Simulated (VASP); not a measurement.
Runs of VASP 6.6.1 on Ca. The structure is that of space group P6_3/mmc (No. 194), or close to it. The cells are those of the table. This isn't the form of Ca at room conditions, which is fcc.

```csv
cell,k mesh,gap on the mesh (eV),pressure (GPa)
"a = 3.772, b = 3.772, c = 12.373 Å, angles 90.0, 90.0, 120.0°, 4 atoms",10 × 10 × 3,none,2.9
"a = 3.828, b = 3.828, c = 12.558 Å, angles 90.0, 90.0, 120.0°, 4 atoms",10 × 10 × 3,none,(a)
"a = 3.936, b = 3.936, c = 12.912 Å, angles 90.0, 90.0, 120.0°, 4 atoms",10 × 10 × 3,none,0.1
"a = 3.883, b = 3.883, c = 12.738 Å, angles 90.0, 90.0, 120.0°, 4 atoms",10 × 10 × 3,none,0.8
"a = 3.936, b = 3.936, c = 12.912 Å, angles 90.0, 90.0, 120.0°, 4 atoms",9 × 9 × 3,none,0.1
```

Alike in all rows: task single point; level r2SCAN; potentials or basis VASP PAW PBE potentials, release 64 (Ca_sv); no spin polarisation; cutoff (eV) 520; smearing fermi-dirac 0.1 eV.

Q: Fill in the values left out.

A: (a) 1.8.

Caveats: the PAW data sets were made with another functional, which shifts forces and pressure a little.

A gap of «none» marks levels without a gap at the run's occupations.
